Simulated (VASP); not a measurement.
Runs of VASP 6.6.1 on Mg3GeN. The structure is that of space group Pm-3m (No. 221), or close to it. The cells are those of the table. 

```csv
cell,gap on the mesh (eV),pressure (GPa)
"a = 4.098 Å, 5 atoms",none,12.8
"a = 4.319 Å, 5 atoms",none,(b)
"a = 4.360 Å, 5 atoms",none,(a)
"a = 4.189 Å, 5 atoms",none,5.2
"a = 4.144 Å, 5 atoms",none,8.7
```

Alike in all rows: task single point; level PBE; potentials or basis VASP PAW PBE potentials, release 64 (Mg, Ge_d, N); no spin polarisation; k mesh 10 × 10 × 10; cutoff (eV) 520; smearing gaussian 0.1 eV.

Question: Fill in the values left out.

Answer: (a) -4.3; (b) -2.4.

Caveats: the cell stands under pressure (at least some runs); the cell stands under tension (at least some runs).

A k mesh can miss the band edges, and the runs leave out spin-orbit coupling on Ge.

A gap of «none» marks levels without a gap at the run's occupations.
